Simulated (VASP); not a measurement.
# Ta16H (a cell with a defect) in VASP: single point with PBE

Aim: the single point of Ta16H (a cell with a defect) with PBE.

Program: VASP 6.6.1. These are calculated values, not measurements. Logs are shortened: lines on timing, memory, paths and dates and some standing lists are left out, and cuts for length are marked.

**1. The cell of the first run**

The cell holds a defect, 17 atoms: a = 6.620 Å, b = 6.620 Å, c = 6.620 Å, α = 90.00°, β = 90.00°, γ = 90.00°.

**2. Single point, PBE**

Contents of INCAR:

```
PREC     = Accurate       # precision mode
ENCUT    = 520            # plane-wave cutoff, eV
EDIFF    = 1E-7           # SCF threshold, eV
ISMEAR   = -1             # smearing method
SIGMA    = 0.1            # smearing width, eV
LREAL    = Auto         
LASPH    = True           # aspherical terms in the spheres
NELM     = 80             # most SCF steps
ALGO     = Normal         # electronic algorithm
ISIF     = 2              # what is computed and relaxed
LWAVE    = False          # write WAVECAR
LCHARG   = False          # write CHGCAR
GGA      = PE             # functional
NBANDS   = 102            # bands
```

Contents of KPOINTS:

```
Automatic mesh
0
Gamma
  3 3 3
```

Contents of POSCAR:

```
Ta16H
1.0
    6.6200000000      0.0000000000      0.0000000000
    0.0000000000      6.6200000000      0.0000000000
    0.0000000000      0.0000000000      6.6200000000
Ta H
16 1
Direct
    0.0039879154      0.0011933535      0.0330513595
    0.4919335347     -0.0285498489      0.0154682779
   -0.0141691843      0.5168429003     -0.0114199396
   -0.0239425982     -0.0167371601      0.5233987915
    0.2667522659      0.2539879154      0.2548036254
    0.4959214502      0.5030664653     -0.0225226586
    0.5123413897     -0.0037160121      0.4817673716
    0.7384138973      0.2635347432      0.2681873112
    0.0294864048      0.4887915408      0.4511027190
    0.2714350453      0.7289274924      0.2501359517
    0.2428700906      0.2593051360      0.7506042296
    0.5169788520      0.5011178248      0.5082628399
    0.7703021148      0.7479154079      0.2357250755
    0.7587764350      0.2456797583      0.7386102719
    0.2426586103      0.7413595166      0.7571299094
    0.6887613293      0.7954380665      0.7590030211
    0.0220845921      0.8623111782      0.2776435045
```

Potentials or basis: VASP PAW PBE potentials, release 64 (Ta_pv, H).

Command:

```console
> cat potpaw_PBE.64/Ta_pv/POTCAR potpaw_PBE.64/H/POTCAR > POTCAR
> mpirun -np 1 vasp_std > vasp.out
```

OUTCAR:

```text
PREC = Accurate
   ENCUT = 520
   EDIFF = 1E-7
   ISMEAR = -1
   LREAL = Auto
   LASPH = True
   NELM = 80
   ISIF = 2
   GGA = PE

 ion  position               nearest neighbor table
   1  0.004  0.001  0.033-  17 1.87  13 2.65   5 2.83  10 2.91   8 2.92  15 2.97  11 2.99  14 3.01
                            16 3.08   3 3.22   2 3.24   4 3.25   4 3.38   2 3.40   3 3.43
   2  0.492  0.971  0.015-  16 2.44  10 2.67  13 2.78  15 2.82   5 2.87   8 3.03  11 3.07   7 3.09
                             6 3.11  14 3.13   1 3.24   1 3.40   6 3.53   7 3.54
   3  0.986  0.517  0.989-  13 2.66  15 2.73  14 2.87  11 2.88  10 2.92   8 2.99   9 3.08  16 3.09
                             5 3.10   1 3.22   6 3.25   6 3.38   1 3.43   9 3.57
   4  0.976  0.983  0.523-  17 1.84  14 2.67  16 2.76  13 2.81  15 2.84  11 2.95   8 2.96   7 3.08
                            10 3.15   5 3.17   1 3.25   9 3.33   1 3.38   9 3.40   7 3.56
   5  0.267  0.254  0.255-   9 2.56   7 2.79   1 2.83   2 2.87  12 2.87   6 2.90   3 3.10   8 3.12
                            10 3.14   4 3.17  11 3.29  11 3.34  10 3.48   8 3.50
   6  0.496  0.503  0.977-  15 2.73  16 2.73  11 2.77  10 2.78   5 2.90  14 2.90   8 2.97  13 2.97
                            12 3.11   2 3.11   3 3.25   3 3.38  12 3.52   2 3.53
   7  0.512  0.996  0.482-  16 2.55   8 2.71   5 2.79  10 2.83  13 2.88  14 2.88  15 3.06  11 3.06
                             4 3.08   2 3.09  12 3.28  12 3.35   2 3.54   4 3.56
   8  0.738  0.264  0.268-  12 2.67   7 2.71   9 2.72   1 2.92   4 2.96   6 2.97   3 2.99   2 3.03
                            14 3.12   5 3.12  13 3.22  13 3.43   5 3.50  14 3.51
   9  0.029  0.489  0.451-   5 2.56  10 2.62   8 2.72  13 2.81  11 2.87  15 2.98  14 3.07   3 3.08
                            12 3.25   4 3.33   4 3.40  12 3.41   3 3.57
  10  0.271  0.729  0.250-  17 1.88   9 2.62   2 2.67   6 2.78  12 2.80   7 2.83   1 2.91   3 2.92
                             5 3.14   4 3.15  15 3.27  13 3.31  13 3.32  15 3.36   5 3.48
  11  0.243  0.259  0.751-   6 2.77   9 2.87   3 2.88  12 2.90   4 2.95   1 2.99   7 3.06   2 3.07
                            15 3.19  14 3.21   5 3.29   5 3.34  14 3.42  15 3.43
  12  0.517  0.501  0.508-   8 2.67  14 2.78  10 2.80  16 2.80   5 2.87  11 2.90  15 2.92  13 2.96
                             6 3.11   9 3.25   7 3.28   7 3.35   9 3.41   6 3.52
  13  0.770  0.748  0.236-  17 1.85   1 2.65   3 2.66   2 2.78   4 2.81   9 2.81   7 2.88  12 2.96
                             6 2.97  16 3.22   8 3.22  10 3.31  10 3.32   8 3.43  16 3.52
  14  0.759  0.246  0.739-   4 2.67  12 2.78   3 2.87   7 2.88   6 2.90   1 3.01  16 3.02   9 3.07
                             8 3.12   2 3.13  11 3.21  11 3.42   8 3.51
  15  0.243  0.741  0.757-   6 2.73   3 2.73   2 2.82   4 2.84  12 2.92   1 2.97  16 2.97   9 2.98
                             7 3.06  11 3.19  10 3.27  10 3.36  11 3.43
  16  0.689  0.795  0.759-   2 2.44   7 2.55   6 2.73   4 2.76  12 2.80  15 2.97  14 3.02   1 3.08
                             3 3.09  13 3.22  13 3.52
  17  0.022  0.862  0.278-   4 1.84  13 1.85   1 1.87  10 1.88

  LATTYP: Found a simple cubic cell.
 ALAT       =     6.6200000000

  Lattice vectors:

 A1 = (   6.6200000000,   0.0000000000,   0.0000000000)
 A2 = (   0.0000000000,   6.6200000000,   0.0000000000)
 A3 = (   0.0000000000,   0.0000000000,   6.6200000000)

Analysis of symmetry for initial positions (statically):
=====================================================================
 Subroutine PRICEL returns:
 Original cell was already a primitive cell.

 Routine SETGRP: Setting up the symmetry group for a
 simple cubic supercell.

 Subroutine GETGRP returns: Found  1 space group operations
 (whereof  1 operations were pure point group operations)
 out of a pool of 48 trial point group operations.

The static configuration has the point symmetry C_1 .

Analysis of symmetry for dynamics (positions and initial velocities):
=====================================================================
 Subroutine PRICEL returns:
 Original cell was already a primitive cell.

 Routine SETGRP: Setting up the symmetry group for a
 simple cubic supercell.

 Subroutine GETGRP returns: Found  1 space group operations
 (whereof  1 operations were pure point group operations)
 out of a pool of 48 trial point group operations.

The dynamic configuration has the point symmetry C_1 .

 Subroutine INISYM returns: Found  1 space group operations
 (whereof  1 operations are pure point group operations),
 and found     1 'primitive' translations

----------------------------------------------------------------------------------------

                                     Primitive cell

[... 63 lines left out ...]

  Length of vectors
     0.050352467  0.050352467  0.050352467

  Shift w.r.t. Gamma in fractional coordinates (k-lattice)
     0.000000000  0.000000000  0.000000000

 Subroutine IBZKPT returns following result:
 ===========================================

 Found     14 irreducible k-points:

 Following reciprocal coordinates:
            Coordinates               Weight
  0.000000  0.000000  0.000000      1.000000
  0.333333  0.000000  0.000000      2.000000
  0.000000  0.333333  0.000000      2.000000
  0.000000  0.000000  0.333333      2.000000
  0.333333  0.333333  0.000000      2.000000
  0.000000  0.333333  0.333333      2.000000
  0.333333  0.000000  0.333333      2.000000
 -0.333333  0.333333  0.000000      2.000000
 -0.333333  0.000000  0.333333      2.000000
  0.000000 -0.333333  0.333333      2.000000
  0.333333  0.333333  0.333333      2.000000
 -0.333333  0.333333  0.333333      2.000000
 -0.333333 -0.333333  0.333333      2.000000
  0.333333 -0.333333  0.333333      2.000000
   k-points           NKPTS =     14   k-points in BZ     NKDIM =     14   number of bands    NBANDS=    102
   number of dos      NEDOS =    301   number of ions     NIONS =     17
   total plane-waves  NPLWV = 125000
   dimension x,y,z NGX =    50 NGY =   50 NGZ =   50
   dimension x,y,z NGXF=   100 NGYF=  100 NGZF=  100
   ions per type =              16   1
   NGX,Y,Z   is equivalent  to a cutoff of  12.56, 12.56, 12.56 a.u.
   NGXF,Y,Z  is equivalent  to a cutoff of  25.11, 25.11, 25.11 a.u.
 SYSTEM =  unknown system
   PREC   = accura    normal or accurate (medium, high low for compatibility)
   ISTART =      0    job   : 0-new  1-cont  2-samecut
   ICHARG =      2    charge: 1-file 2-atom 10-const
   ISPIN  =      1    spin polarized calculation?
   LNONCOLLINEAR =      F non collinear calculations
   LSORBIT =      F    spin-orbit coupling
   LASPH  =      T    aspherical Exc in radial PAW
   ENCUT  =  520.0 eV  38.22 Ry    6.18 a.u.  12.31 12.31 12.31*2*pi/ulx,y,z
   NELM   =     80;   NELMIN=  2; NELMDL= -5     # of ELM steps
   EDIFF  = 0.1E-06   stopping-criterion for ELM
   LREAL  =      T    real-space projection
   EDIFFG = 0.1E-05   stopping-criterion for IOM
   NSW    =      0    number of steps for IOM
   IBRION =     -1    ionic relax: 0-MD 1-quasi-New 2-CG
   NFREE  =      0    steps in history (QN), initial steepest desc. (CG)
   ISIF   =      2    stress and relaxation
   ISYM   =      2    0-nonsym 1-usesym 2-fastsym
   POTIM  = 0.5000    time-step for ionic-motion
   TEBEG  =    0.0;   TEEND  =   0.0 temperature during run
   PSTRESS=    0.0 pullay stress
   NELECT =     177.0000    total number of electrons
   NUPDOWN=      -1.0000    fix difference up-down
   EMIN   =  10.00;   EMAX   =-10.00  energy-range for DOS
   EFERMI =   0.00;   METHOD = LEGACY
   ISMEAR =    -1;   SIGMA  =   0.10  broadening in eV -4-tet -1-fermi 0-gaus
   EFERMI_NEDOS =   21; number of points for ismear=-14 and -15
   IALGO  =     38    algorithm
   IMIX   =      4    mixing-type and parameters
     AMIX     =   0.40;   BMIX     =  1.00
     AMIX_MAG =   1.60;   BMIX_MAG =  1.00
  volume/ion in A,a.u.               =      17.07       115.17
  Fermi-wavevector in a.u.,A,eV,Ry     =   1.388485  2.623857 26.230553  1.927891
  Thomas-Fermi vector in A             =   2.512607
   LORBIT       =      0    0 simple, 1 ext, 2 COOP (PROOUT), +10 PAW based schemes
   GGA     = PE    functional components
   LHFCALC =     F    Hartree Fock is set to
   AEXX    =    0.0000 exact exchange contribution
   IVDW    =     0    specifies the selected vdW correction
   LEPSILON=     F    determine dielectric tensor
   LRPA    =     F    only Hartree local field effects (RPA)
 non-spin polarized calculation
  energy-cutoff  :      520.00
  volume of cell :      290.12
 maximum number of plane-waves:      7820
 NGX is ok and might be reduce to    50
   NGX = 25   NGY = 25   NGZ = 25

 number of electron     176.9999999 magnetization

 Free energy of the ion-electron system (eV)
  ---------------------------------------------------
  ext. energy  EPLUGINS =         0.00000000
  ---------------------------------------------------
  free energy    TOTEN  =      -188.84897703 eV

  energy without entropy =     -188.24534903  energy(sigma->0) =     -188.54716303

 E-fermi :   5.6303     XC(G=0): -12.5802

 val. band max:        5.6248344650   @ k =  -0.3333   0.0000   0.3333
 cond. band min:       5.6375978959   @ k =  -0.3333   0.3333   0.0000
 fundamental gap:      0.0127634308
 Fermi energy:         5.6302625187

 k-point     1 :       0.0000    0.0000    0.0000
  band No.  band energies     occupation
      1     -29.0851      2.00000
      2     -28.9163      2.00000
      3     -28.8931      2.00000
      4     -28.8464      2.00000
      5     -28.8128      2.00000
      6     -28.7916      2.00000
[... 1431 lines left out ...]
     99       7.8792      0.00000
    100       8.0710      0.00000
 [bands above 100 left out]

------------------------ aborting loop because EDIFF is reached ----------------------------------------

  FORCE on cell =-STRESS in cart. coord.  units (eV):
  Direction    XX          YY          ZZ          XY          YZ          ZX
  --------------------------------------------------------------------------------------
  -------------------------------------------------------------------------------------
  Total       18.2994784     18.5475011     18.5275095     -0.8359424      1.3735374     -3.4408743
  in kB      101.0590766    102.4287846    102.3183809     -4.6165016      7.5853758    -19.0022671
  external PRESSURE =     101.9354140 kB  Pullay stress =       0.0000000 kB

 VOLUME and BASIS-vectors are now :
 -----------------------------------------------------------------------------
  energy-cutoff  :      520.00
  volume of cell :      290.12
      direct lattice vectors                 reciprocal lattice vectors
     6.620000000  0.000000000  0.000000000     0.151057402  0.000000000  0.000000000
     0.000000000  6.620000000  0.000000000     0.000000000  0.151057402  0.000000000
     0.000000000  0.000000000  6.620000000     0.000000000  0.000000000  0.151057402

 POSITION                                       TOTAL-FORCE (eV/Angst)
 -----------------------------------------------------------------------------------
      0.02640      0.00790      0.21880        -0.119424      1.300407     -2.862113
      3.25660      6.43100      0.10240        -1.238742      3.552384      0.932514
      6.52620      3.42150      6.54440         0.752274     -1.536006      0.081331
      6.46150      6.50920      3.46490         2.120667      1.224982     -0.026511
      1.76590      1.68140      1.68680         0.467095     -1.181691     -0.965852
      3.28300      3.33030      6.47090         0.435317     -0.967084      0.886934
[... 9 lines left out ...]
      4.55960      5.26580      5.02460         4.239687     -2.725925     -0.601048
      0.14620      5.70850      1.83800         0.145668      0.057680     -0.225713
 -----------------------------------------------------------------------------------
    total drift:                                0.003686     -0.002019     -0.000753

  FREE ENERGIE OF THE ION-ELECTRON SYSTEM (eV)
  ---------------------------------------------------
  free  energy   TOTEN  =      -188.8489770282 eV

  energy  without entropy=     -188.2453490287  energy(sigma->0) =     -188.54716303
```

Run time: 31 min. Hardware: 1 thread of Intel Xeon 8259CL, shared host; peak memory 0.52 GiB.

What came out:

* Free energy: -188.8490 eV
* Pressure: 10.2 GPa
* Largest force: 5.076 eV/Å
* Band gap on the k mesh: zero (an odd number of electrons rules out a gap without spin polarisation)

Forces on the atoms (eV/Å):
```
Ta  -0.119  1.300 -2.862
Ta  -1.239  3.552  0.933
Ta   0.752 -1.536  0.081
Ta   2.121  1.225 -0.027
Ta   0.467 -1.182 -0.966
Ta   0.435 -0.967  0.887
Ta  -1.658  0.858  0.770
Ta   1.367 -0.892 -1.811
Ta  -1.748  0.601  3.486
Ta  -0.322  0.532 -0.278
Ta  -0.460 -0.906 -0.087
Ta  -0.851 -0.083 -0.471
Ta  -2.617 -0.656  1.120
Ta  -0.629  0.369  0.970
Ta   0.118  0.453 -0.918
Ta   4.240 -2.726 -0.601
H    0.146  0.058 -0.226
```

Stress tensor (GPa, compression positive):
```
10.11 -0.46 -1.90
-0.46 10.24  0.76
-1.90  0.76 10.23
```

Caveat: spin-orbit coupling is left out, which moves the levels of the heavy elements.
